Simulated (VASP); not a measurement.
# WS2 (Fm-3m) in VASP: notebook

The runs below take WS2 through single point, with r2SCAN, HSE06.

Program: VASP 6.6.1. These are calculated values, not measurements. Logs are shortened: lines on timing, memory, paths and dates and some standing lists are left out, and cuts for length are marked.

## (1) The cell of the first run

The structure is cubic, space group Fm-3m (No. 225). The conventional cell has a = 5.862 Å, b = 5.862 Å, c = 5.862 Å, α = 90.00°, β = 90.00°, γ = 90.00°. Within 3.3 Å of W (site symmetry m-3m) lie 8 S at 2.54 Å. S (site symmetry -43m) has 4 W at 2.54 Å and 6 S at 2.93 Å within 3.3 Å.

## (2) Single point, r2SCAN

File POSCAR:

```
WS2
1.0
    0.0000000000      2.9311595479      2.9311595479
    2.9311595479      0.0000000000      2.9311595479
    2.9311595479      2.9311595479      0.0000000000
W S
1 2
Direct
    0.0000000000      0.0000000000      0.0000000000
    0.2500000000      0.2500000000      0.2500000000
    0.7500000000      0.7500000000      0.7500000000
```

File INCAR.step1:

```
SYSTEM = WS2
PREC = Accurate ; ENCUT = 520
ISMEAR = -1 ; SIGMA = 0.02
LREAL = .FALSE. ; LASPH = .TRUE.
NELM = 60 ; NBANDS = 20
GGA = PE ; ALGO = Normal
EDIFF = 1E-4 ; LWAVE = .TRUE.
LCHARG = .FALSE.
```

File INCAR.step2:

```
SYSTEM = WS2
PREC = Accurate ; ENCUT = 520
EDIFF = 1E-6 ; ISMEAR = -1
SIGMA = 0.02 ; LREAL = .FALSE.
LASPH = .TRUE. ; NELM = 60
ALGO = Normal ; ISIF = 2
LWAVE = .FALSE. ; LCHARG = .FALSE.
METAGGA = R2SCAN ; LMIXTAU = .TRUE.
NBANDS = 20 ; ISTART = 1
```

File KPOINTS:

```
regular mesh
0
G
  6 6 6
  0 0 0
```

Potentials or basis: VASP PAW PBE potentials, release 64 (W_sv, S).

Command:

```console
> cat potpaw_PBE.64/W_sv/POTCAR potpaw_PBE.64/S/POTCAR > POTCAR
> cp INCAR.step1 INCAR
> mpirun -np 1 vasp_std > vasp.out
> cp INCAR.step2 INCAR
> mpirun -np 1 vasp_std > vasp.out
```

OUTCAR:

```text
SYSTEM = WS2
   PREC = Accurate
   ENCUT = 520
   EDIFF = 1E-6
   ISMEAR = -1
   LREAL = .FALSE.
   LASPH = .TRUE.
   NELM = 60
   ISIF = 2
   METAGGA = R2SCAN
   ISTART = 1

 ion  position               nearest neighbor table
   1  0.000  0.000  0.000-   3 2.54   3 2.54   3 2.54   2 2.54   3 2.54   2 2.54   2 2.54   2 2.54

   2  0.250  0.250  0.250-   1 2.54   1 2.54   1 2.54   1 2.54
   3  0.750  0.750  0.750-   1 2.54   1 2.54   1 2.54   1 2.54

  LATTYP: Found a face centered cubic cell.
 ALAT       =     5.8623190958

  Lattice vectors:

 A1 = (   0.0000000000,   2.9311595479,   2.9311595479)
 A2 = (   2.9311595479,   0.0000000000,   2.9311595479)
 A3 = (   2.9311595479,   2.9311595479,   0.0000000000)

Analysis of symmetry for initial positions (statically):
=====================================================================
 Subroutine PRICEL returns:
 Original cell was already a primitive cell.

 Routine SETGRP: Setting up the symmetry group for a
 face centered cubic supercell.

 Subroutine GETGRP returns: Found 48 space group operations
 (whereof 48 operations were pure point group operations)
 out of a pool of 48 trial point group operations.

The static configuration has the point symmetry O_h .

Analysis of symmetry for dynamics (positions and initial velocities):
=====================================================================
 Subroutine PRICEL returns:
 Original cell was already a primitive cell.

 Routine SETGRP: Setting up the symmetry group for a
 face centered cubic supercell.

 Subroutine GETGRP returns: Found 48 space group operations
 (whereof 48 operations were pure point group operations)
 out of a pool of 48 trial point group operations.

The dynamic configuration has the point symmetry O_h .

 Subroutine INISYM returns: Found 48 space group operations
 (whereof 48 operations are pure point group operations),
 and found     1 'primitive' translations

----------------------------------------------------------------------------------------

                                     Primitive cell

  volume of cell :      50.3673

  direct lattice vectors                    reciprocal lattice vectors
     0.000000000  2.931159548  2.931159548    -0.170580957  0.170580957  0.170580957
     2.931159548  0.000000000  2.931159548     0.170580957 -0.170580957  0.170580957
     2.931159548  2.931159548  0.000000000     0.170580957  0.170580957 -0.170580957

  length of vectors
     4.145285586  4.145285586  4.145285586     0.295454884  0.295454884  0.295454884

  position of ions in fractional coordinates (direct lattice)
     0.000000000  0.000000000  0.000000000
     0.250000000  0.250000000  0.250000000
     0.750000000  0.750000000  0.750000000

  ion indices of the primitive-cell ions
   primitive index   ion index
                 1           1
                 2           2
                 3           3

----------------------------------------------------------------------------------------

 KPOINTS: regular mesh

Automatic generation of k-mesh.
 Grid dimensions read from file:
 generate k-points for:    6    6    6

 Generating k-lattice:

  Cartesian coordinates                     Fractional coordinates (reciprocal lattice)
    -0.028430159  0.028430159  0.028430159     0.166666667  0.000000000  0.000000000
     0.028430159 -0.028430159  0.028430159     0.000000000  0.166666667  0.000000000
     0.028430159  0.028430159 -0.028430159     0.000000000  0.000000000  0.166666667

  Length of vectors
     0.049242481  0.049242481  0.049242481

  Shift w.r.t. Gamma in fractional coordinates (k-lattice)
     0.000000000  0.000000000  0.000000000

 Subroutine IBZKPT returns following result:
 ===========================================

 Found     16 irreducible k-points:

 Following reciprocal coordinates:
            Coordinates               Weight
  0.000000  0.000000  0.000000      1.000000
  0.166667  0.000000  0.000000      8.000000
  0.333333  0.000000  0.000000      8.000000
  0.500000  0.000000  0.000000      4.000000
  0.166667  0.166667  0.000000      6.000000
  0.333333  0.166667  0.000000     24.000000
[... 8 lines left out ...]
 -0.333333  0.333333  0.166667     24.000000
 -0.333333  0.500000  0.166667     12.000000
   k-points           NKPTS =     16   k-points in BZ     NKDIM =     16   number of bands    NBANDS=     20
   number of dos      NEDOS =    301   number of ions     NIONS =      3
   total plane-waves  NPLWV =  32768
   dimension x,y,z NGX =    32 NGY =   32 NGZ =   32
   dimension x,y,z NGXF=    64 NGYF=   64 NGZF=   64
   ions per type =               1   2
   NGX,Y,Z   is equivalent  to a cutoff of  12.83, 12.83, 12.83 a.u.
   NGXF,Y,Z  is equivalent  to a cutoff of  25.67, 25.67, 25.67 a.u.
 SYSTEM =  WS2
   PREC   = accura    normal or accurate (medium, high low for compatibility)
   ISTART =      1    job   : 0-new  1-cont  2-samecut
   ICHARG =      0    charge: 1-file 2-atom 10-const
   ISPIN  =      1    spin polarized calculation?
   LNONCOLLINEAR =      F non collinear calculations
   LSORBIT =      F    spin-orbit coupling
   LASPH  =      T    aspherical Exc in radial PAW
   ENCUT  =  520.0 eV  38.22 Ry    6.18 a.u.   7.71  7.71  7.71*2*pi/ulx,y,z
   NELM   =     60;   NELMIN=  2; NELMDL=  0     # of ELM steps
   EDIFF  = 0.1E-05   stopping-criterion for ELM
   LREAL  =      F    real-space projection
   EDIFFG = 0.1E-04   stopping-criterion for IOM
   NSW    =      0    number of steps for IOM
   IBRION =     -1    ionic relax: 0-MD 1-quasi-New 2-CG
   NFREE  =      0    steps in history (QN), initial steepest desc. (CG)
   ISIF   =      2    stress and relaxation
   ISYM   =      2    0-nonsym 1-usesym 2-fastsym
   POTIM  = 0.5000    time-step for ionic-motion
   TEBEG  =    0.0;   TEEND  =   0.0 temperature during run
   PSTRESS=    0.0 pullay stress
   NELECT =      26.0000    total number of electrons
   NUPDOWN=      -1.0000    fix difference up-down
   EMIN   =  10.00;   EMAX   =-10.00  energy-range for DOS
   EFERMI =   0.00;   METHOD = LEGACY
   ISMEAR =    -1;   SIGMA  =   0.02  broadening in eV -4-tet -1-fermi 0-gaus
   EFERMI_NEDOS =   21; number of points for ismear=-14 and -15
   IALGO  =     38    algorithm
   IMIX   =      4    mixing-type and parameters
     AMIX     =   0.40;   BMIX     =  1.00
     AMIX_MAG =   1.60;   BMIX_MAG =  1.00
  volume/ion in A,a.u.               =      16.79       113.30
  Fermi-wavevector in a.u.,A,eV,Ry     =   1.313257  2.481696 23.465216  1.724645
  Thomas-Fermi vector in A             =   2.443593
   LORBIT       =      0    0 simple, 1 ext, 2 COOP (PROOUT), +10 PAW based schemes
   METAGGA = R2SCAN    functional components
   LHFCALC =     F    Hartree Fock is set to
   AEXX    =    0.0000 exact exchange contribution
   IVDW    =     0    specifies the selected vdW correction
   LEPSILON=     F    determine dielectric tensor
   LRPA    =     F    only Hartree local field effects (RPA)
 non-spin polarized calculation
  energy-cutoff  :      520.00
  volume of cell :       50.37
 maximum number of plane-waves:      1380
   NGX = 15   NGY = 15   NGZ = 15

 number of electron      25.9999998 magnetization

 Free energy of the ion-electron system (eV)
  ---------------------------------------------------
  ext. energy  EPLUGINS =         0.00000000
  ---------------------------------------------------
  free energy    TOTEN  =       -67.31947766 eV

  energy without entropy =      -67.31199086  energy(sigma->0) =      -67.31573426

 E-fermi :   8.2508     XC(G=0): -12.1329

 val. band max:        8.2497732249   @ k =   0.5000   0.1667   0.0000
 cond. band min:       8.2932291776   @ k =   0.1667   0.1667   0.0000
 fundamental gap:      0.0434559526
 Fermi energy:         8.2508098156

 k-point     1 :       0.0000    0.0000    0.0000
  band No.  band energies     occupation
      1     -68.0906      2.00000
      2     -31.6395      2.00000
      3     -31.6395      2.00000
      4     -31.6395      2.00000
      5      -8.4506      2.00000
      6      -3.3684      2.00000
[... 12 lines left out ...]
     19      13.3650      0.00000
     20      13.3650      0.00000

 k-point     2 :       0.1667    0.0000    0.0000
  band No.  band energies     occupation
      1     -68.0905      2.00000
      2     -31.6476      2.00000
      3     -31.6407      2.00000
      4     -31.6407      2.00000
      5      -8.1410      2.00000
      6      -3.9945      2.00000
[... 12 lines left out ...]
     19      14.7007      0.00000
     20      14.8546      0.00000

 k-point     3 :       0.3333    0.0000    0.0000
  band No.  band energies     occupation
      1     -68.0902      2.00000
      2     -31.6637      2.00000
      3     -31.6431      2.00000
      4     -31.6431      2.00000
      5      -7.3326      2.00000
      6      -5.0676      2.00000
[... 12 lines left out ...]
     19      16.5395      0.00000
     20      16.5395      0.00000

 k-point     4 :       0.5000    0.0000    0.0000
  band No.  band energies     occupation
      1     -68.0901      2.00000
      2     -31.6717      2.00000
      3     -31.6443      2.00000
      4     -31.6443      2.00000
      5      -6.5638      2.00000
      6      -5.8557      2.00000
[... 12 lines left out ...]
     19      16.4828      0.00000
     20      17.8595      0.00000

 k-point     5 :       0.1667    0.1667    0.0000
  band No.  band energies     occupation
      1     -68.0904      2.00000
      2     -31.6478      2.00000
      3     -31.6423      2.00000
      4     -31.6423      2.00000
      5      -8.0374      2.00000
      6      -4.1267      2.00000
[... 12 lines left out ...]
     19      15.5170      0.00000
     20      16.1910      0.00000
[... 169 lines left out ...]
      6      -5.4855      2.00000
[... 12 lines left out ...]
     19      15.5947      0.00000
     20      17.3912      0.00000

 k-point    14 :       0.5000    0.3333    0.1667
  band No.  band energies     occupation
      1     -68.0900      2.00000
      2     -31.6643      2.00000
      3     -31.6528      2.00000
      4     -31.6468      2.00000
      5      -6.7247      2.00000
      6      -5.3996      2.00000
[... 12 lines left out ...]
     19      16.1008      0.00000
     20      18.1532      0.00000

 k-point    15 :      -0.3333    0.3333    0.1667
  band No.  band energies     occupation
      1     -68.0900      2.00000
      2     -31.6650      2.00000
      3     -31.6574      2.00000
      4     -31.6484      2.00000
      5      -6.0861      2.00000
      6      -5.8884      2.00000
[... 12 lines left out ...]
     19      15.6891      0.00000
     20      18.3009      0.00000

 k-point    16 :      -0.3333    0.5000    0.1667
  band No.  band energies     occupation
      1     -68.0899      2.00000
      2     -31.6671      2.00000
      3     -31.6563      2.00000
      4     -31.6509      2.00000
      5      -6.0768      2.00000
      6      -5.7043      2.00000
[... 12 lines left out ...]
     19      16.1678      0.00000
     20      16.7451      0.00000

------------------------ aborting loop because EDIFF is reached ----------------------------------------

  FORCE on cell =-STRESS in cart. coord.  units (eV):
  Direction    XX          YY          ZZ          XY          YZ          ZX
  --------------------------------------------------------------------------------------
  -------------------------------------------------------------------------------------
  Total       -0.1030272     -0.1030272     -0.1030272     -0.0000000      0.0000000     -0.0000000
  in kB       -3.2772841     -3.2772841     -3.2772841     -0.0000000      0.0000000     -0.0000000
  external PRESSURE =      -3.2772841 kB  Pullay stress =       0.0000000 kB

 VOLUME and BASIS-vectors are now :
 -----------------------------------------------------------------------------
  energy-cutoff  :      520.00
  volume of cell :       50.37
      direct lattice vectors                 reciprocal lattice vectors
     0.000000000  2.931159548  2.931159548    -0.170580957  0.170580957  0.170580957
     2.931159548  0.000000000  2.931159548     0.170580957 -0.170580957  0.170580957
     2.931159548  2.931159548  0.000000000     0.170580957  0.170580957 -0.170580957

 POSITION                                       TOTAL-FORCE (eV/Angst)
 -----------------------------------------------------------------------------------
      0.00000      0.00000      0.00000        -0.000000      0.000000     -0.000000
      1.46558      1.46558      1.46558        -0.000000     -0.000000     -0.000000
      4.39674      4.39674      4.39674         0.000000      0.000000      0.000000
 -----------------------------------------------------------------------------------
    total drift:                                0.000000     -0.000000      0.000000

  FREE ENERGIE OF THE ION-ELECTRON SYSTEM (eV)
  ---------------------------------------------------
  free  energy   TOTEN  =       -67.3194776637 eV

  energy  without entropy=      -67.3119908604  energy(sigma->0) =      -67.31573426
```

Wall time 36 s (1 thread of Intel Xeon Platinum 8488C (Sapphire Rapids), shared host); peak memory 0.18 GiB.

What came out:

| Item | Value |
| --- | --- |
| Free energy | -67.3195 eV |
| Pressure | -0.3 GPa |
| Band gap on the k mesh | zero (bands 13 and 14 overlap by 1.29 eV) |

Caveat: the structure was generated, so it needn't be the stable form of WS2; the PAW data sets were made with another functional, which shifts forces and pressure a little; spin-orbit coupling is left out, which moves the levels of the heavy elements.

## (3) Single point, r2SCAN, collinear spin

POSCAR is that of step 2.

File INCAR.step1:

```
  PREC = Accurate
  ENCUT = 520
  ISMEAR = -1
  SIGMA = 0.02
  LREAL = F
  LASPH = T
  NELM = 150
  ISPIN = 2
  MAGMOM = 1.37 0 0
  LMAXMIX = 4
  NBANDS = 24
  GGA = PE
  ALGO = Normal
  EDIFF = 1E-4
  LWAVE = T
  LCHARG = F
```

File INCAR.step2:

```
  PREC = Accurate
  ENCUT = 520
  EDIFF = 1E-6
  ISMEAR = -1
  SIGMA = 0.02
  LREAL = F
  LASPH = T
  NELM = 150
  ALGO = Normal
  ISIF = 2
  LWAVE = F
  LCHARG = F
  ISPIN = 2
  MAGMOM = 1.37 0 0
  LORBIT = 11
  LMAXMIX = 4
  METAGGA = R2SCAN
  LMIXTAU = T
  NBANDS = 24
  ISTART = 1
```

File KPOINTS:

```
Automatic mesh
0
Gamma
  6 6 6
```

Potentials or basis: VASP PAW PBE potentials, release 64 (W_sv, S).

Command:

```console
> cat potpaw_PBE.64/W_sv/POTCAR potpaw_PBE.64/S/POTCAR > POTCAR
> cp INCAR.step1 INCAR
> mpirun -np 1 vasp_std > vasp.out
> cp INCAR.step2 INCAR
> mpirun -np 1 vasp_std > vasp.out
```

It took 70 s on 1 thread of Intel Xeon Platinum 8488C (Sapphire Rapids), shared host; peak memory 0.23 GiB.

It converged, with:

- Free energy: -67.7571 eV
- Pressure: 6.0 GPa
- Net moment: 1.87 μB per cell
- Site moments: W +1.52; S -0.04 μB
- Valence electrons inside the program's atomic spheres: W 11.82; S 3.75

Levels at points of the mesh, in eV from the Fermi level:
Spin up:
```csv
k point,band 10,band 11,band 12,band 13,band 14,band 15,band 16,band 17,band 18,band 19
"(0.00, 0.00, 0.00)",-2.51,-2.51,-1.27,-1.27,-1.27,4.23,4.23,4.23,4.52,4.52
"(0.50, 0.00, 0.00)",-3.89,-3.89,-3.86,-1.82,-1.82,1.39,3.96,3.96,6.38,7.52
"(0.50, 0.50, 0.00)",-3.50,-3.50,-2.54,-1.42,0.34,1.57,3.35,3.35,5.14,6.97
```
Spin down:
```tsv
k point	band 8	band 9	band 10	band 11	band 12	band 13	band 14	band 15	band 16	band 17
(0.00, 0.00, 0.00)	-7.01	-7.01	-1.26	-1.26	-1.26	-0.32	-0.32	4.85	4.85	4.85
(0.50, 0.00, 0.00)	-5.95	-4.88	-3.83	-3.83	-3.81	0.19	0.19	2.08	4.86	4.86
(0.50, 0.50, 0.00)	-6.06	-6.06	-3.04	-3.04	-0.73	0.32	1.26	2.32	3.64	3.64
```

Caveat: the cell stands under pressure; the structure was generated, so it needn't be the stable form of WS2; the PAW data sets were made with another functional, which shifts forces and pressure a little; spin-orbit coupling is left out, which moves the levels of the heavy elements.

[end of part 1 of 2]

The gap in the log of VASP goes by the Fermi energy; the results here count the filled bands.